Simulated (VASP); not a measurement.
# Cu (Immm) in VASP: notebook

The runs below take Cu through single point, with PBEsol.

Everything below comes from runs of VASP 6.6.1. Logs are shortened: lines on timing, memory, paths and dates and some standing lists are left out, and cuts for length are marked.

## 1. The cell of the first run

The structure is orthorhombic, space group Immm (No. 71). The conventional cell has a = 2.752 Å, b = 2.886 Å, c = 2.972 Å, α = 90.00°, β = 90.00°, γ = 90.00°. Cu (site symmetry mmm) has 14 Cu at 2.49 to 2.97 Å within 3.3 Å.

## 2. Single point, PBEsol (strain +0.0300 x Voigt [1, 0, 0, 0, 0, 0])

Input file INCAR:

```
SYSTEM = Cu
ALGO = Fast
EDIFF = 1E-6
ENCUT = 520
GGA = PS
ISIF = 2
ISMEAR = 0
LASPH = .TRUE.
LCHARG = .FALSE.
LREAL = .FALSE.
LWAVE = .FALSE.
NBANDS = 12
NELM = 100
PREC = Accurate
SIGMA = 0.15
```

Input file KPOINTS:

```
k-points
0
G
  24 24 24
  0 0 0
```

Input file POSCAR:

```
Cu
1.0
   -1.4860771196      1.4427933200      1.3760814500
    1.4860771196     -1.4427933200      1.3760814500
    1.4860771196      1.4427933200     -1.3760814500
Cu
1
Direct
    0.0000000000      0.0000000000      0.0000000000
```

Potentials or basis: VASP PAW PBE potentials, release 64 (Cu).

On the command line:

```bash
cat potpaw_PBE.64/Cu/POTCAR > POTCAR
mpirun -np 1 vasp_std > vasp.out
```

OUTCAR:

```text
SYSTEM = Cu
   EDIFF = 1E-6
   ENCUT = 520
   GGA = PS
   ISIF = 2
   ISMEAR = 0
   LASPH = .TRUE.
   LREAL = .FALSE.
   NELM = 100
   PREC = Accurate

 ion  position               nearest neighbor table
   1  0.000  0.000  0.000-

  LATTYP: Found a body centered orthorhombic cell.
 ALAT       =     2.7521629000
 B/A-ratio  =     1.0484795940
 C/A-ratio  =     1.0799339818

  Lattice vectors:

 A1 = (  -1.4860771196,   1.4427933200,  -1.3760814500)
 A2 = (  -1.4860771196,  -1.4427933200,   1.3760814500)
 A3 = (   1.4860771196,   1.4427933200,   1.3760814500)

Analysis of symmetry for initial positions (statically):
=====================================================================
 Subroutine PRICEL returns:
 Original cell was already a primitive cell.

 Routine SETGRP: Setting up the symmetry group for a
 body centered orthorhombic supercell.

 Subroutine GETGRP returns: Found  8 space group operations
 (whereof  8 operations were pure point group operations)
 out of a pool of  8 trial point group operations.

The static configuration has the point symmetry D_2h.

Analysis of symmetry for dynamics (positions and initial velocities):
=====================================================================
 Subroutine PRICEL returns:
 Original cell was already a primitive cell.

 Routine SETGRP: Setting up the symmetry group for a
 body centered orthorhombic supercell.

 Subroutine GETGRP returns: Found  8 space group operations
 (whereof  8 operations were pure point group operations)
 out of a pool of  8 trial point group operations.

The dynamic configuration has the point symmetry D_2h.

 Subroutine INISYM returns: Found  8 space group operations
 (whereof  8 operations are pure point group operations),
 and found     1 'primitive' translations

----------------------------------------------------------------------------------------

                                     Primitive cell

  volume of cell :      11.8018

  direct lattice vectors                    reciprocal lattice vectors
    -1.486077120  1.442793320  1.376081450     0.000000000  0.346549983  0.363350585
     1.486077120 -1.442793320  1.376081450     0.336456294  0.000000000  0.363350585
     1.486077120  1.442793320 -1.376081450     0.336456294  0.346549983  0.000000000

  length of vectors
     2.486700208  2.486700208  2.486700208     0.502116060  0.495203479  0.483011106

  position of ions in fractional coordinates (direct lattice)
     0.000000000  0.000000000  0.000000000

  ion indices of the primitive-cell ions
   primitive index   ion index
                 1           1

----------------------------------------------------------------------------------------

 KPOINTS: k-points

Automatic generation of k-mesh.
 Grid dimensions read from file:
 generate k-points for:   24   24   24

 Generating k-lattice:

  Cartesian coordinates                     Fractional coordinates (reciprocal lattice)
     0.000000000  0.014439583  0.015139608     0.041666667  0.000000000  0.000000000
     0.014019012  0.000000000  0.015139608     0.000000000  0.041666667  0.000000000
     0.014019012  0.014439583  0.000000000     0.000000000  0.000000000  0.041666667

  Length of vectors
     0.020921503  0.020633478  0.020125463

  Shift w.r.t. Gamma in fractional coordinates (k-lattice)
     0.000000000  0.000000000  0.000000000

 Subroutine IBZKPT returns following result:
 ===========================================

 Found   1963 irreducible k-points:

 Following reciprocal coordinates:
            Coordinates               Weight
  0.000000  0.000000  0.000000      1.000000
  0.041667 -0.000000  0.000000      4.000000
  0.083333  0.000000 -0.000000      4.000000
  0.125000 -0.000000  0.000000      4.000000
  0.166667 -0.000000  0.000000      4.000000
  0.208333 -0.000000  0.000000      4.000000
[... 16 lines left out ...]
  0.375000  0.041667  0.000000      8.000000
  0.416667  0.041667  0.000000      8.000000
 [... further k-points ...]
   k-points           NKPTS =   1963   k-points in BZ     NKDIM =   1963   number of bands    NBANDS=     12
   number of dos      NEDOS =    301   number of ions     NIONS =      1
   total plane-waves  NPLWV =   5832
   dimension x,y,z NGX =    18 NGY =   18 NGZ =   18
   dimension x,y,z NGXF=    36 NGYF=   36 NGZF=   36
   ions per type =               1
   NGX,Y,Z   is equivalent  to a cutoff of  12.03, 12.03, 12.03 a.u.
   NGXF,Y,Z  is equivalent  to a cutoff of  24.07, 24.07, 24.07 a.u.
 SYSTEM =  Cu
   PREC   = accura    normal or accurate (medium, high low for compatibility)
   ISTART =      0    job   : 0-new  1-cont  2-samecut
   ICHARG =      2    charge: 1-file 2-atom 10-const
   ISPIN  =      1    spin polarized calculation?
   LNONCOLLINEAR =      F non collinear calculations
   LSORBIT =      F    spin-orbit coupling
   LASPH  =      T    aspherical Exc in radial PAW
   ENCUT  =  520.0 eV  38.22 Ry    6.18 a.u.   4.62  4.62  4.62*2*pi/ulx,y,z
   NELM   =    100;   NELMIN=  2; NELMDL= -5     # of ELM steps
   EDIFF  = 0.1E-05   stopping-criterion for ELM
   LREAL  =      F    real-space projection
   EDIFFG = 0.1E-04   stopping-criterion for IOM
   NSW    =      0    number of steps for IOM
   IBRION =     -1    ionic relax: 0-MD 1-quasi-New 2-CG
   NFREE  =      0    steps in history (QN), initial steepest desc. (CG)
   ISIF   =      2    stress and relaxation
   ISYM   =      2    0-nonsym 1-usesym 2-fastsym
   POTIM  = 0.5000    time-step for ionic-motion
   TEBEG  =    0.0;   TEEND  =   0.0 temperature during run
   PSTRESS=    0.0 pullay stress
   NELECT =      11.0000    total number of electrons
   NUPDOWN=      -1.0000    fix difference up-down
   EMIN   =  10.00;   EMAX   =-10.00  energy-range for DOS
   EFERMI =   0.00;   METHOD = LEGACY
   ISMEAR =     0;   SIGMA  =   0.15  broadening in eV -4-tet -1-fermi 0-gaus
   EFERMI_NEDOS =   21; number of points for ismear=-14 and -15
   IALGO  =     68    algorithm
   IMIX   =      4    mixing-type and parameters
     AMIX     =   0.40;   BMIX     =  1.00
     AMIX_MAG =   1.60;   BMIX_MAG =  1.00
  volume/ion in A,a.u.               =      11.80        79.64
  Fermi-wavevector in a.u.,A,eV,Ry     =   1.599150  3.021955 34.793915  2.557281
  Thomas-Fermi vector in A             =   2.696488
   LORBIT       =      0    0 simple, 1 ext, 2 COOP (PROOUT), +10 PAW based schemes
   GGA     = PS    functional components
   LHFCALC =     F    Hartree Fock is set to
   AEXX    =    0.0000 exact exchange contribution
   IVDW    =     0    specifies the selected vdW correction
   LEPSILON=     F    determine dielectric tensor
   LRPA    =     F    only Hartree local field effects (RPA)
 non-spin polarized calculation
 RMM-DIIS sequential band-by-band and
 Gauss-broadening in eV      SIGMA  =   0.15
  energy-cutoff  :      520.00
  volume of cell :       11.80
 maximum number of plane-waves:       335
   NGX =  9   NGY =  9   NGZ =  9

 number of electron      10.9999998 magnetization

 Free energy of the ion-electron system (eV)
  ---------------------------------------------------
  ext. energy  EPLUGINS =         0.00000000
  ---------------------------------------------------
  free energy    TOTEN  =        -4.26626205 eV

  energy without entropy =       -4.26185024  energy(sigma->0) =       -4.26405614

 E-fermi :   7.4066     XC(G=0): -12.9128

 val. band max:        7.4058421567   @ k =   0.3333   0.0833   0.0833
 cond. band min:       7.4073854156   @ k =   0.2917   0.5000   0.0417
 fundamental gap:      0.0015432589
 Fermi energy:         7.4065803287

 k-point     1 :       0.0000    0.0000    0.0000
  band No.  band energies     occupation
      1      -1.9792      2.00000
      2       4.1514      2.00000
      3       4.3482      2.00000
      4       4.4496      2.00000
      5       5.1663      2.00000
      6       5.4434      2.00000
      7      31.5792      0.00000
      8      31.9534      0.00000
      9      33.4062      0.00000
     10      35.1885      0.00000
     11      35.7013      0.00000
     12      35.8256      0.00000

 k-point     2 :       0.0417   -0.0000    0.0000
  band No.  band energies     occupation
      1      -1.9096      2.00000
      2       4.1572      2.00000
      3       4.3543      2.00000
      4       4.4469      2.00000
      5       5.1695      2.00000
      6       5.4322      2.00000
      7      31.3688      0.00000
      8      31.5725      0.00000
      9      32.7977      0.00000
     10      34.2088      0.00000
     11      35.1232      0.00000
     12      35.4112      0.00000

 k-point     3 :       0.0833    0.0000   -0.0000
  band No.  band energies     occupation
      1      -1.7020      2.00000
      2       4.1520      2.00000
      3       4.3951      2.00000
      4       4.4370      2.00000
      5       5.1791      2.00000
      6       5.4024      2.00000
      7      30.4111      0.00000
      8      30.8551      0.00000
      9      31.3612      0.00000
     10      32.8619      0.00000
     11      34.0161      0.00000
     12      35.3709      0.00000
[... 286 lines left out ...]
 k-point    23 :       0.3750    0.0417    0.0000
  band No.  band energies     occupation
      1       2.2324      2.00000
      2       3.5162      2.00000
      3       5.1503      2.00000
      4       5.4274      2.00000
      5       5.5919      2.00000
      6       6.0689      2.00000
      7      14.7439      0.00000
      8      23.9364      0.00000
      9      24.5124      0.00000
     10      28.5881      0.00000
     11      31.3402      0.00000
     12      39.8718      0.00000

 k-point    24 :       0.4167    0.0417    0.0000
  band No.  band energies     occupation
      1       2.3694      2.00000
      2       3.4657      2.00000
      3       5.2910      2.00000
      4       5.5091      2.00000
      5       5.8157      2.00000
      6       6.6308      2.00000
      7      13.2420      0.00000
      8      23.5454      0.00000
      9      24.1590      0.00000
     10      28.4585      0.00000
     11      31.2880      0.00000
     12      40.6502      0.00000

 [... further k-points ...]

------------------------ aborting loop because EDIFF is reached ----------------------------------------

  FORCE on cell =-STRESS in cart. coord.  units (eV):
  Direction    XX          YY          ZZ          XY          YZ          ZX
  --------------------------------------------------------------------------------------
  -------------------------------------------------------------------------------------
  Total       -0.3406764     -0.4032595     -0.3827050      0.0000000     -0.0000000      0.0000000
  in kB      -46.2490701    -54.7451394    -51.9547349      0.0000000     -0.0000000      0.0000000
  external PRESSURE =     -50.9829814 kB  Pullay stress =       0.0000000 kB

 VOLUME and BASIS-vectors are now :
 -----------------------------------------------------------------------------
  energy-cutoff  :      520.00
  volume of cell :       11.80
      direct lattice vectors                 reciprocal lattice vectors
    -1.486077120  1.442793320  1.376081450     0.000000000  0.346549983  0.363350585
     1.486077120 -1.442793320  1.376081450     0.336456294  0.000000000  0.363350585
     1.486077120  1.442793320 -1.376081450     0.336456294  0.346549983  0.000000000

 POSITION                                       TOTAL-FORCE (eV/Angst)
 -----------------------------------------------------------------------------------
      0.00000      0.00000      0.00000         0.000000      0.000000      0.000000
 -----------------------------------------------------------------------------------
    total drift:                                0.000000      0.000000      0.000000

  FREE ENERGIE OF THE ION-ELECTRON SYSTEM (eV)
  ---------------------------------------------------
  free  energy   TOTEN  =        -4.2662620493 eV

  energy  without entropy=       -4.2618502370  energy(sigma->0) =       -4.26405614
```

Run time: 2.2 min. Hardware: 1 thread of Intel Xeon 6975P-C (Granite Rapids), shared host; peak memory 0.35 GiB.

What came out:

```yaml
Free_energy: -4.2663 eV
Pressure: -5.1 GPa
Band_gap_on_the_k_mesh: zero (an odd number of electrons rules out a gap without spin polarisation)
```

Caveat: the cell differs from its parent crystal (strain +0.0300 x Voigt [1, 0, 0, 0, 0, 0]); the cell stands under tension; the PAW data sets were made with another functional, which shifts forces and pressure a little.

## 3. Single point, PBEsol (strain +0.0525 x Voigt [1, 0, 0, 0, 0, 0])

Input file INCAR:

```
ALGO = Fast
EDIFF = 1E-6
ENCUT = 520
GGA = PS
ISIF = 2
ISMEAR = 0
LASPH = True
LCHARG = True
LELF = True
LREAL = False
LVHAR = True
LWAVE = False
NBANDS = 12
NELM = 80
PREC = Accurate
SIGMA = 0.15
```

Input file KPOINTS:

```
k-points
0
Gamma
  24 24 24
```

Input file POSCAR:

```
Cu
1.0
   -1.5185399693      1.4427933200      1.3760814500
    1.5185399693     -1.4427933200      1.3760814500
    1.5185399693      1.4427933200     -1.3760814500
Cu
1
Direct
    0.0000000000      0.0000000000      0.0000000000
```

Potentials or basis: VASP PAW PBE potentials, release 64 (Cu).

On the command line:

```bash
cat potpaw_PBE.64/Cu/POTCAR > POTCAR
mpirun -np 1 vasp_std > vasp.out
```

OUTCAR:

```text
EDIFF = 1E-6
   ENCUT = 520
   GGA = PS
   ISIF = 2
   ISMEAR = 0
   LASPH = True
   LREAL = False
   NELM = 80
   PREC = Accurate

 ion  position               nearest neighbor table
   1  0.000  0.000  0.000-

  LATTYP: Found a body centered orthorhombic cell.
 ALAT       =     2.7521629000
 B/A-ratio  =     1.0484795940
 C/A-ratio  =     1.1035247727

  Lattice vectors:

 A1 = (  -1.5185399693,   1.4427933200,  -1.3760814500)
 A2 = (  -1.5185399693,  -1.4427933200,   1.3760814500)
 A3 = (   1.5185399693,   1.4427933200,   1.3760814500)

Analysis of symmetry for initial positions (statically):
=====================================================================
 Subroutine PRICEL returns:
 Original cell was already a primitive cell.

 Routine SETGRP: Setting up the symmetry group for a
 body centered orthorhombic supercell.

 Subroutine GETGRP returns: Found  8 space group operations
 (whereof  8 operations were pure point group operations)
 out of a pool of  8 trial point group operations.

The static configuration has the point symmetry D_2h.

Analysis of symmetry for dynamics (positions and initial velocities):
[... 168 lines left out ...]
      2       3.9421      2.00000
      3       4.1382      2.00000
      4       4.3044      2.00000
      5       4.9005      2.00000
      6       5.2296      2.00000
      7      30.8467      0.00000
      8      31.4051      0.00000
      9      32.9929      0.00000
     10      34.1813      0.00000
     11      34.9714      0.00000
     12      34.9724      0.00000
[... 331 lines left out ...]
 k-point    24 :       0.4167    0.0417    0.0000
  band No.  band energies     occupation
      1       2.2416      2.00000
      2       3.2421      2.00000
      3       5.1039      2.00000
      4       5.3097      2.00000
      5       5.5979      2.00000
      6       6.4702      2.00000
      7      13.0348      0.00000
      8      22.7467      0.00000
      9      23.3527      0.00000
     10      27.6253      0.00000
     11      30.3481      0.00000
     12      40.5232      0.00000

 [... further k-points ...]

------------------------ aborting loop because EDIFF is reached ----------------------------------------

  FORCE on cell =-STRESS in cart. coord.  units (eV):
  Direction    XX          YY          ZZ          XY          YZ          ZX
  --------------------------------------------------------------------------------------
  -------------------------------------------------------------------------------------
  Total       -0.5332457     -0.6382679     -0.5967122      0.0000000      0.0000000      0.0000000
  in kB      -70.8440662    -84.7967261    -79.2758656      0.0000000      0.0000000      0.0000000
  external PRESSURE =     -78.3055526 kB  Pullay stress =       0.0000000 kB

 VOLUME and BASIS-vectors are now :
 -----------------------------------------------------------------------------
  energy-cutoff  :      520.00
  volume of cell :       12.06
      direct lattice vectors                 reciprocal lattice vectors
    -1.518539969  1.442793320  1.376081450     0.000000000  0.346549983  0.363350585
     1.518539969 -1.442793320  1.376081450     0.329263641  0.000000000  0.363350585
     1.518539969  1.442793320 -1.376081450     0.329263641  0.346549983  0.000000000

 POSITION                                       TOTAL-FORCE (eV/Angst)
 -----------------------------------------------------------------------------------
      0.00000      0.00000      0.00000         0.000000      0.000000      0.000000
 -----------------------------------------------------------------------------------
    total drift:                                0.000000      0.000000      0.000000

  FREE ENERGIE OF THE ION-ELECTRON SYSTEM (eV)
  ---------------------------------------------------
  free  energy   TOTEN  =        -4.2570327327 eV

  energy  without entropy=       -4.2524574549  energy(sigma->0) =       -4.25474509
```

Wall time 2.2 min (1 thread of Intel Xeon 6975P-C (Granite Rapids), shared host); peak memory 0.37 GiB.

Results:

```
Free energy            : -4.2570 eV
Pressure               : -7.8 GPa
Band gap on the k mesh : zero (an odd number of electrons rules out a gap without spin polarisation)
```

Levels at points of the mesh, in eV from the Fermi level:
```csv
k point,band 3,band 4,band 5,band 6,band 7,band 8,band 9,band 10
"(0.00, 0.00, 0.00)",-3.00,-2.84,-2.24,-1.91,23.71,24.26,25.85,27.04
"(0.50, 0.00, 0.00)",-1.96,-1.79,-1.32,-0.18,4.77,15.94,16.10,19.99
"(0.00, 0.50, 0.00)",-2.21,-1.82,-1.36,-0.54,4.26,17.32,17.37,21.14
"(0.50, 0.50, 0.00)",-2.33,-1.98,-1.38,-0.90,3.73,18.64,18.73,22.31
"(0.50, 0.50, 0.50)",-1.55,-1.50,-1.46,6.32,8.11,9.95,12.18,13.85
```

Caveat: the cell differs from its parent crystal (strain +0.0525 x Voigt [1, 0, 0, 0, 0, 0]); the cell stands under tension; the PAW data sets were made with another functional, which shifts forces and pressure a little.

## 4. Single point, PBEsol (strain +0.0600 x Voigt [1, 0, 0, 0, 0, 0])

Input file INCAR:

```
SYSTEM = Cu
PREC = Accurate
ENCUT = 520
EDIFF = 1E-6
ISMEAR = 0
SIGMA = 0.15
LREAL = .FALSE.
LASPH = .TRUE.
NELM = 60
ALGO = Fast
ISIF = 2
LWAVE = .FALSE.
LCHARG = .FALSE.
GGA = PS
NBANDS = 12
```

Input file KPOINTS:

```
Automatic mesh
0
G
  24 24 24
  0 0 0
```

Input file POSCAR:

```
Cu
1.0
   -1.5293609192      1.4427933200      1.3760814500
    1.5293609192     -1.4427933200      1.3760814500
    1.5293609192      1.4427933200     -1.3760814500
Cu
1
Direct
    0.0000000000      0.0000000000      0.0000000000
```

On the command line:

```bash
cat potpaw_PBE.64/Cu/POTCAR > POTCAR
mpirun -np 1 vasp_std > vasp.out
```

Run time: 2.8 min. Hardware: 1 thread of Intel Xeon Platinum 8488C (Sapphire Rapids), shared host; peak memory 0.37 GiB.

The run converged. Its results:

```yaml
Free_energy: -4.2531 eV
Pressure: -8.7 GPa
Band_gap_on_the_k_mesh: zero (an odd number of electrons rules out a gap without spin polarisation)
```

Stress tensor (GPa, compression positive):
```
-7.80  0.00  0.00
 0.00 -9.40  0.00
 0.00  0.00 -8.77
```

Levels at points of the mesh, in eV from the Fermi level:
```tsv
k point	band 2	band 3	band 4	band 5	band 6	band 7	band 8	band 9	band 10	band 11
(0.00, 0.00, 0.00)	-3.18	-2.98	-2.80	-2.24	-1.90	23.56	24.16	25.79	26.81	27.65
(0.50, 0.00, 0.00)	-3.92	-1.94	-1.77	-1.32	-0.12	4.79	15.75	15.94	19.82	22.59
(0.00, 0.50, 0.00)	-3.66	-2.22	-1.80	-1.36	-0.54	4.21	17.31	17.38	21.11	23.85
(0.50, 0.50, 0.00)	-3.44	-2.33	-1.96	-1.38	-0.89	3.68	18.65	18.72	22.29	24.96
(0.50, 0.50, 0.50)	-4.42	-1.55	-1.49	-1.45	6.14	8.16	10.01	11.98	13.86	16.42
```

Caveat: the cell differs from its parent crystal (strain +0.0600 x Voigt [1, 0, 0, 0, 0, 0]); the cell stands under tension; the PAW data sets were made with another functional, which shifts forces and pressure a little.

## 5. Summary

```csv
cell,gap on the mesh (eV),pressure (GPa)
"a = 2.487 Å, angles 106.6, 109.1, 112.8°, 1 atom",none,-5.1
"a = 2.506 Å, angles 105.4, 109.7, 113.4°, 1 atom",none,-7.8
"a = 2.513 Å, angles 105.0, 109.9, 113.6°, 1 atom",none,-8.7
```

Alike in all rows: task single point; level PBEsol; potentials or basis VASP PAW PBE potentials, release 64 (Cu); no spin polarisation; k mesh 24 × 24 × 24; cutoff (eV) 520; smearing gaussian 0.15 eV.

Caveats: the cell stands under tension; the PAW data sets were made with another functional, which shifts forces and pressure a little.

Total energies depend on the potentials used, so only differences within one code and one set of settings carry meaning.
